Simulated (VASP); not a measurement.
# CrCo3 (P-6m2) in VASP: a series of runs

Runs on CrCo3. Level: LDA. Tasks: single point.

Everything below comes from runs of VASP 6.6.1. Logs are shortened: lines on timing, memory, paths and dates and some standing lists are left out, and cuts for length are marked.

## 1. The cell of the first run

Symmetry: P-6m2, No. 187, hexagonal system. The conventional cell has a = 2.504 Å, b = 2.504 Å, c = 8.000 Å, α = 90.00°, β = 90.00°, γ = 120.00°. Cr (site symmetry -6m2) has 6 Co at 2.46 Å and 6 Cr at 2.50 Å within 3.3 Å. Within 3.3 Å of Co (site symmetry -6m2) lie 12 Co at 2.47 to 2.50 Å. Co (site symmetry 3m) has 3 Cr at 2.46 Å and 9 Co at 2.47 to 2.50 Å within 3.3 Å.

## 2. Single point, LDA, collinear spin, ferromagnetic start

File INCAR:

```
SYSTEM = CrCo3
PREC = Accurate
ENCUT = 520
EDIFF = 1E-7
ISMEAR = -1
SIGMA = 0.3
LREAL = .FALSE.
LASPH = .TRUE.
NELM = 150
ALGO = Normal
ISIF = 2
LWAVE = .FALSE.
LCHARG = .TRUE.
ISPIN = 2
MAGMOM = 3 2.5 2.5 2.5
LORBIT = 11
LMAXMIX = 4
LELF = .TRUE.
LVHAR = .TRUE.
NBANDS = 32
```

File KPOINTS:

```
Automatic mesh
0
G
  7 7 2
  0 0 0
```

File POSCAR:

```
CrCo3
1.0
    2.5043474200      0.0000000000      0.0000000000
   -1.2521737100      2.1688284900      0.0000000000
    0.0000000000      0.0000000000      8.0001180000
Cr Co
1 3
Direct
    0.6666666684      0.3333333287      0.0000000000
    0.6666666684      0.3333333287      0.5000000000
    0.3333333293      0.6666666667      0.2492960004
    0.3333333293      0.6666666667      0.7507039996
```

Potentials or basis: VASP PAW LDA potentials, release 64 (Cr_pv, Co).

The run is started by

```console
cat potpaw_LDA.64/Cr_pv/POTCAR potpaw_LDA.64/Co/POTCAR > POTCAR
mpirun -np 1 vasp_std > vasp.out
```

OUTCAR:

```text
SYSTEM = CrCo3
   PREC = Accurate
   ENCUT = 520
   EDIFF = 1E-7
   ISMEAR = -1
   LREAL = .FALSE.
   LASPH = .TRUE.
   NELM = 150
   ISIF = 2
   ISPIN = 2
   LORBIT = 11

 ion  position               nearest neighbor table
   1  0.667  0.333  0.000-   3 2.46   4 2.46   3 2.46   4 2.46   3 2.46   4 2.46
   2  0.667  0.333  0.500-   3 2.47   4 2.47   3 2.47   4 2.47   3 2.47   4 2.47
   3  0.333  0.667  0.249-   1 2.46   1 2.46   1 2.46   2 2.47   2 2.47   2 2.47
   4  0.333  0.667  0.751-   1 2.46   1 2.46   1 2.46   2 2.47   2 2.47   2 2.47

  LATTYP: Found a hexagonal cell.
 ALAT       =     2.5043474200
 C/A-ratio  =     3.1944920805

  Lattice vectors:

 A1 = (   2.5043474200,   0.0000000000,   0.0000000000)
 A2 = (  -1.2521737100,   2.1688284900,   0.0000000000)
 A3 = (   0.0000000000,   0.0000000000,   8.0001180000)

Analysis of symmetry for initial positions (statically):
=====================================================================
 Subroutine PRICEL returns:
 Original cell was already a primitive cell.

 Routine SETGRP: Setting up the symmetry group for a
 hexagonal supercell.

 Subroutine GETGRP returns: Found 12 space group operations
 (whereof 12 operations were pure point group operations)
 out of a pool of 24 trial point group operations.

The static configuration has the point symmetry D_3h.

Analysis of symmetry for dynamics (positions and initial velocities):
=====================================================================
 Subroutine PRICEL returns:
 Original cell was already a primitive cell.

 Routine SETGRP: Setting up the symmetry group for a
 hexagonal supercell.

 Subroutine GETGRP returns: Found 12 space group operations
 (whereof 12 operations were pure point group operations)
 out of a pool of 24 trial point group operations.

The dynamic configuration has the point symmetry D_3h.

Analysis of structural, dynamic, and magnetic symmetry:
=====================================================================
 Subroutine PRICEL returns:
 Original cell was already a primitive cell.

 Routine SETGRP: Setting up the symmetry group for a
 hexagonal supercell.

 Subroutine GETGRP returns: Found 12 space group operations
 (whereof 12 operations were pure point group operations)
 out of a pool of 24 trial point group operations.

The overall configuration has the point symmetry D_3h.

 Subroutine INISYM returns: Found 12 space group operations
 (whereof 12 operations are pure point group operations),
 and found     1 'primitive' translations

----------------------------------------------------------------------------------------

                                     Primitive cell

  volume of cell :      43.4526

  direct lattice vectors                    reciprocal lattice vectors
     2.504347420  0.000000000  0.000000000     0.399305620  0.230539207  0.000000000
    -1.252173710  2.168828490  0.000000000     0.000000000  0.461078414  0.000000000
     0.000000000  0.000000000  8.000118000     0.000000000  0.000000000  0.124998156

  length of vectors
     2.504347420  2.504347424  8.000118000     0.461078415  0.461078414  0.124998156

  position of ions in fractional coordinates (direct lattice)
     0.666666668  0.333333329  0.000000000
     0.666666668  0.333333329  0.500000000
     0.333333329  0.666666667  0.249296000
     0.333333329  0.666666667  0.750704000

  ion indices of the primitive-cell ions
   primitive index   ion index
                 1           1
                 2           2
                 3           3
                 4           4

----------------------------------------------------------------------------------------

 KPOINTS: Automatic mesh

Automatic generation of k-mesh.
 Grid dimensions read from file:
 generate k-points for:    7    7    2

 Generating k-lattice:

  Cartesian coordinates                     Fractional coordinates (reciprocal lattice)
     0.057043660  0.032934172  0.000000000     0.142857143  0.000000000  0.000000000
     0.000000000  0.065868345  0.000000000     0.000000000  0.142857143  0.000000000
     0.000000000  0.000000000  0.062499078     0.000000000  0.000000000  0.500000000

  Length of vectors
     0.065868345  0.065868345  0.062499078

  Shift w.r.t. Gamma in fractional coordinates (k-lattice)
     0.000000000  0.000000000  0.000000000

 Subroutine IBZKPT returns following result:
 ===========================================

 Found     16 irreducible k-points:

 Following reciprocal coordinates:
            Coordinates               Weight
  0.000000  0.000000  0.000000      1.000000
  0.142857 -0.000000  0.000000      6.000000
  0.285714 -0.000000  0.000000      6.000000
  0.428571  0.000000  0.000000      6.000000
  0.142857  0.142857  0.000000      6.000000
  0.285714  0.142857  0.000000     12.000000
[... 8 lines left out ...]
  0.428571  0.142857  0.500000      6.000000
  0.285714  0.285714  0.500000      6.000000
   k-points           NKPTS =     16   k-points in BZ     NKDIM =     16   number of bands    NBANDS=     32
   number of dos      NEDOS =    301   number of ions     NIONS =      4
   total plane-waves  NPLWV =  24000
   dimension x,y,z NGX =    20 NGY =   20 NGZ =   60
   dimension x,y,z NGXF=    40 NGYF=   40 NGZF=  120
   ions per type =               1   3
   NGX,Y,Z   is equivalent  to a cutoff of  13.28, 13.28, 12.47 a.u.
   NGXF,Y,Z  is equivalent  to a cutoff of  26.55, 26.55, 24.94 a.u.
 SYSTEM =  CrCo3
   PREC   = accura    normal or accurate (medium, high low for compatibility)
   ISTART =      0    job   : 0-new  1-cont  2-samecut
   ICHARG =      2    charge: 1-file 2-atom 10-const
   ISPIN  =      2    spin polarized calculation?
   LNONCOLLINEAR =      F non collinear calculations
   LSORBIT =      F    spin-orbit coupling
   LASPH  =      T    aspherical Exc in radial PAW
   ENCUT  =  520.0 eV  38.22 Ry    6.18 a.u.   4.66  4.66 14.87*2*pi/ulx,y,z
   NELM   =    150;   NELMIN=  2; NELMDL= -5     # of ELM steps
   EDIFF  = 0.1E-06   stopping-criterion for ELM
   LREAL  =      F    real-space projection
   EDIFFG = 0.1E-05   stopping-criterion for IOM
   NSW    =      0    number of steps for IOM
   IBRION =     -1    ionic relax: 0-MD 1-quasi-New 2-CG
   NFREE  =      0    steps in history (QN), initial steepest desc. (CG)
   ISIF   =      2    stress and relaxation
   ISYM   =      2    0-nonsym 1-usesym 2-fastsym
   POTIM  = 0.5000    time-step for ionic-motion
   TEBEG  =    0.0;   TEEND  =   0.0 temperature during run
   PSTRESS=    0.0 pullay stress
   NELECT =      39.0000    total number of electrons
   NUPDOWN=      -1.0000    fix difference up-down
   EMIN   =  10.00;   EMAX   =-10.00  energy-range for DOS
   EFERMI =   0.00;   METHOD = LEGACY
   ISMEAR =    -1;   SIGMA  =   0.30  broadening in eV -4-tet -1-fermi 0-gaus
   EFERMI_NEDOS =   21; number of points for ismear=-14 and -15
   IALGO  =     38    algorithm
   IMIX   =      4    mixing-type and parameters
     AMIX     =   0.40;   BMIX     =  1.00
     AMIX_MAG =   1.60;   BMIX_MAG =  1.00
  volume/ion in A,a.u.               =      10.86        73.31
  Fermi-wavevector in a.u.,A,eV,Ry     =   1.579153  2.984167 33.929193  2.493725
  Thomas-Fermi vector in A             =   2.679576
   LORBIT       =     11    0 simple, 1 ext, 2 COOP (PROOUT), +10 PAW based schemes
   GGA     = CA    functional components
   LHFCALC =     F    Hartree Fock is set to
   AEXX    =    0.0000 exact exchange contribution
   IVDW    =     0    specifies the selected vdW correction
   LEPSILON=     F    determine dielectric tensor
   LRPA    =     F    only Hartree local field effects (RPA)
 spin polarized calculation
  energy-cutoff  :      520.00
  volume of cell :       43.45
 maximum number of plane-waves:      1182
 NGX is ok and might be reduce to    20
   NGX =  9   NGY =  9   NGZ = 29

 number of electron      39.0000000 magnetization      10.5000000

 number of electron      38.9999991 magnetization       0.0080738

 Free energy of the ion-electron system (eV)
  ---------------------------------------------------
  ext. energy  EPLUGINS =         0.00000000
  ---------------------------------------------------
  free energy    TOTEN  =       -35.59676878 eV

  energy without entropy =      -33.59391824  energy(sigma->0) =      -34.59534351

 E-fermi :  10.2953     XC(G=0): -13.8971

 val. band max:       10.2858298761   @ k =   0.0000   0.0000   0.0000
 cond. band min:      10.2967670908   @ k =   0.1429  -0.0000   0.0000
 fundamental gap:      0.0109372147
 Fermi energy:        10.2953453826

 spin component 1

 k-point     1 :       0.0000    0.0000    0.0000
  band No.  band energies     occupation
      1     -32.3895      1.00000
      2     -31.8322      1.00000
      3     -31.8322      1.00000
      4       1.6743      1.00000
      5       3.8638      1.00000
      6       4.2318      1.00000
[... 533 lines left out ...]
     30      18.8179      0.00000
     31      19.9184      0.00000
 Fermi energy:        10.2953453826

 spin component 2

 k-point     1 :       0.0000    0.0000    0.0000
  band No.  band energies     occupation
      1     -32.3900      1.00000
      2     -31.8327      1.00000
      3     -31.8327      1.00000
      4       1.6746      1.00000
      5       3.8640      1.00000
      6       4.2321      1.00000
[... 533 lines left out ...]
     30      18.8184      0.00000
     31      19.9194      0.00000
 [bands above 31 left out]

------------------------ aborting loop because EDIFF is reached ----------------------------------------

  FORCE on cell =-STRESS in cart. coord.  units (eV):
  Direction    XX          YY          ZZ          XY          YZ          ZX
  --------------------------------------------------------------------------------------
  -------------------------------------------------------------------------------------
  Total       -5.1148477     -5.1148478     -4.8000977     -0.0000000      0.0000000      0.0000000
  in kB     -188.5936709   -188.5936717   -176.9882695     -0.0000000      0.0000000      0.0000000
  external PRESSURE =    -184.7252040 kB  Pullay stress =       0.0000000 kB

 VOLUME and BASIS-vectors are now :
 -----------------------------------------------------------------------------
  energy-cutoff  :      520.00
  volume of cell :       43.45
      direct lattice vectors                 reciprocal lattice vectors
     2.504347420  0.000000000  0.000000000     0.399305620  0.230539207  0.000000000
    -1.252173710  2.168828490  0.000000000     0.000000000  0.461078414  0.000000000
     0.000000000  0.000000000  8.000118000     0.000000000  0.000000000  0.124998156

 POSITION                                       TOTAL-FORCE (eV/Angst)
 -----------------------------------------------------------------------------------
      1.25217      0.72294      0.00000        -0.000000      0.000000      0.000000
      1.25217      0.72294      4.00006         0.000000     -0.000000      0.000000
     -0.00000      1.44589      1.99440         0.000000     -0.000000      0.041821
     -0.00000      1.44589      6.00572         0.000000     -0.000000     -0.041821
 -----------------------------------------------------------------------------------
    total drift:                               -0.000006      0.000006     -0.000000

  FREE ENERGIE OF THE ION-ELECTRON SYSTEM (eV)
  ---------------------------------------------------
  free  energy   TOTEN  =       -35.5967687800 eV

  energy  without entropy=      -33.5939182439  energy(sigma->0) =      -34.59534351

 total charge

# of ion       s       p       d       tot
------------------------------------------
    1        0.429   6.380   4.257  11.066
    2        0.487   0.504   7.290   8.281
    3        0.503   0.539   7.312   8.355
    4        0.503   0.539   7.312   8.355
--------------------------------------------------
tot          1.922   7.962  26.172  36.057

 magnetization (x)

# of ion       s       p       d       tot
------------------------------------------
    1       -0.000  -0.000  -0.001  -0.001
    2       -0.000  -0.000   0.005   0.005
    3       -0.000  -0.000   0.002   0.002
    4       -0.000  -0.000   0.002   0.002
--------------------------------------------------
tot         -0.000  -0.000   0.008   0.008
```

Run time: 1.9 min. Hardware: 1 thread of Intel Xeon Platinum 8488C (Sapphire Rapids), shared host; peak memory 0.17 GiB.

What came out:

- Free energy: -35.5968 eV
- Pressure: -18.5 GPa
- Largest force: 0.042 eV/Å
- Net moment: 0.01 μB per cell
- Valence electrons inside the program's atomic spheres: Cr 11.07; Co 8.28, 8.36 (each value once)

Forces in eV/Å, atoms in the order of the input:
```
Cr   0.000  0.000  0.000
Co   0.000  0.000  0.000
Co   0.000  0.000  0.042
Co   0.000  0.000 -0.042
```

Levels at points of the mesh, in eV from the Fermi level:
Spin up:
| k point | band 16 | band 17 | band 18 | band 19 | band 20 | band 21 | band 22 | band 23 | band 24 | band 25 |
| --- | --- | --- | --- | --- | --- | --- | --- | --- | --- | --- |
| (0.00, 0.00, 0.00) | -1.27 | -0.95 | -0.95 | -0.83 | -0.83 | -0.01 | -0.01 | 0.21 | 0.21 | 0.41 |
| (0.00, 0.00, 0.50) | -1.13 | -1.05 | -1.05 | -0.84 | -0.50 | -0.50 | -0.37 | -0.37 | 0.33 | 0.33 |
Spin down:
```tsv
k point	band 16	band 17	band 18	band 19	band 20	band 21	band 22	band 23	band 24	band 25
(0.00, 0.00, 0.00)	-1.27	-0.95	-0.95	-0.83	-0.83	-0.01	-0.01	0.21	0.21	0.41
(0.00, 0.00, 0.50)	-1.13	-1.05	-1.05	-0.84	-0.50	-0.50	-0.36	-0.36	0.33	0.33
```

Caveat: the k points lie up to 0.41 Å⁻¹ apart; so wide a smearing shifts energies and pressures; an empty level that is flat over the whole mesh can mark a ghost state of the potentials, or a narrow d or f band.

## 3. Single point, LDA, collinear spin, ferromagnetic start

File INCAR:

```
ALGO = Normal
EDIFF = 1E-7
ENCUT = 520
ISIF = 2
ISMEAR = -1
ISPIN = 2
LASPH = True
LCHARG = False
LMAXMIX = 4
LORBIT = 11
LREAL = False
LWAVE = False
MAGMOM = 3 2.5 2.5 2.5
NBANDS = 32
NELM = 150
PREC = Accurate
SIGMA = 0.3
```

File KPOINTS:

```
k-points
0
Gamma
  9 9 3
```

POSCAR is that of step 2.

Potentials or basis: VASP PAW LDA potentials, release 64 (Cr_pv, Co).

The run is started by

```console
cat potpaw_LDA.64/Cr_pv/POTCAR potpaw_LDA.64/Co/POTCAR > POTCAR
mpirun -np 1 vasp_std > vasp.out
```

OUTCAR:

```text
EDIFF = 1E-7
   ENCUT = 520
   ISIF = 2
   ISMEAR = -1
   ISPIN = 2
   LASPH = True
   LORBIT = 11
   LREAL = False
   NELM = 150
   PREC = Accurate

 ion  position               nearest neighbor table
   1  0.667  0.333  0.000-   3 2.46   4 2.46   3 2.46   4 2.46   3 2.46   4 2.46
   2  0.667  0.333  0.500-   3 2.47   4 2.47   3 2.47   4 2.47   3 2.47   4 2.47
   3  0.333  0.667  0.249-   1 2.46   1 2.46   1 2.46   2 2.47   2 2.47   2 2.47
   4  0.333  0.667  0.751-   1 2.46   1 2.46   1 2.46   2 2.47   2 2.47   2 2.47

  LATTYP: Found a hexagonal cell.
[... 1861 lines left out ...]
      direct lattice vectors                 reciprocal lattice vectors
     2.504347420  0.000000000  0.000000000     0.399305620  0.230539207  0.000000000
    -1.252173710  2.168828490  0.000000000     0.000000000  0.461078414  0.000000000
     0.000000000  0.000000000  8.000118000     0.000000000  0.000000000  0.124998156

 POSITION                                       TOTAL-FORCE (eV/Angst)
 -----------------------------------------------------------------------------------
      1.25217      0.72294      0.00000         0.000000     -0.000000     -0.000000
      1.25217      0.72294      4.00006        -0.000000      0.000000     -0.000000
     -0.00000      1.44589      1.99440        -0.000000      0.000000      0.049168
     -0.00000      1.44589      6.00572        -0.000000      0.000000     -0.049168
 -----------------------------------------------------------------------------------
    total drift:                               -0.000006      0.000006     -0.000000

  FREE ENERGIE OF THE ION-ELECTRON SYSTEM (eV)
  ---------------------------------------------------
  free  energy   TOTEN  =       -35.6104824309 eV

  energy  without entropy=      -33.6302072387  energy(sigma->0) =      -34.62034483

 total charge

# of ion       s       p       d       tot
------------------------------------------
    1        0.429   6.379   4.258  11.066
    2        0.487   0.504   7.290   8.281
    3        0.503   0.539   7.313   8.355
    4        0.503   0.539   7.313   8.355
--------------------------------------------------
tot          1.923   7.961  26.173  36.057

 magnetization (x)

# of ion       s       p       d       tot
------------------------------------------
    1       -0.000  -0.000  -0.000  -0.000
    2       -0.000  -0.000   0.002   0.002
    3       -0.000  -0.000   0.001   0.001
    4       -0.000  -0.000   0.001   0.001
--------------------------------------------------
tot         -0.000  -0.000   0.003   0.003
```

OSZICAR:

```text
N       E                     dE             d eps       ncg     rms          rms(c)
DAV:   1     0.311010565362E+03    0.31101E+03   -0.18071E+04  3120   0.164E+03
DAV:   2    -0.204247420973E+02   -0.33144E+03   -0.31256E+03  3072   0.369E+02
DAV:   3    -0.391905797892E+02   -0.18766E+02   -0.17877E+02  3560   0.113E+02
[... 49 lines left out ...]
DAV:  53    -0.356104823029E+02   -0.13443E-06   -0.38797E-06  4456   0.161E-02    0.663E-04
DAV:  54    -0.356104823489E+02   -0.46027E-07   -0.19818E-06  3120   0.136E-02    0.452E-04
DAV:  55    -0.356104823830E+02   -0.34039E-07   -0.19458E-06  3584   0.132E-02    0.335E-04
DAV:  56    -0.356104823997E+02   -0.16695E-07   -0.30088E-06  3608   0.170E-02    0.165E-04
DAV:  57    -0.356104824309E+02   -0.31205E-07   -0.33720E-07  2592   0.464E-03
   1 F= -.35610482E+02 E0= -.34620345E+02  d E =-.198028E+01  mag=     0.0032
```

stdout:

```text
POSCAR found type information on POSCAR CrCo
 POSCAR found :  2 types and       4 ions
 scaLAPACK will be used
 LDA part: xc-table for (Slater(with rela. corr.)+CA(PZ))
 , standard interpolation
 POSCAR, INCAR and KPOINTS ok, starting setup
 FFT: planning ... GRIDC
 FFT: planning ... GRID_SOFT
 FFT: planning ... GRID
 WAVECAR not read
 entering main loop
```

Wall time 4.8 min (1 thread of Intel Xeon Platinum 8488C (Sapphire Rapids), shared host); peak memory 0.19 GiB.

Results:

* Free energy: -35.6105 eV
* Pressure: -18.6 GPa
* Largest force: 0.049 eV/Å
* Net moment: 0.00 μB per cell
* Valence electrons inside the program's atomic spheres: Cr 11.07; Co 8.28, 8.36 (each value once)

Forces in eV/Å, atoms in the order of the input:
```
Cr   0.000  0.000  0.000
Co   0.000  0.000  0.000
Co   0.000  0.000  0.049
Co   0.000  0.000 -0.049
```

Stress tensor (GPa, compression positive):
```
-19.02   0.00   0.00
  0.00 -19.02   0.00
  0.00   0.00 -17.78
```

Levels at points of the mesh, in eV from the Fermi level:
Spin up:
```tsv
k point	band 16	band 17	band 18	band 19	band 20	band 21	band 22	band 23
(0.00, 0.00, 0.00)	-1.27	-0.95	-0.95	-0.83	-0.83	-0.01	-0.01	0.21
```
Spin down:
| k point | band 15 | band 16 | band 17 | band 18 | band 19 | band 20 | band 21 | band 22 | band 23 | band 24 |
| --- | --- | --- | --- | --- | --- | --- | --- | --- | --- | --- |
| (0.00, 0.00, 0.00) | -1.59 | -1.27 | -0.94 | -0.94 | -0.83 | -0.83 | -0.01 | -0.01 | 0.21 | 0.21 |

Caveat: the cell stands under tension; so wide a smearing shifts energies and pressures; an empty level that is flat over the whole mesh can mark a ghost state of the potentials, or a narrow d or f band.
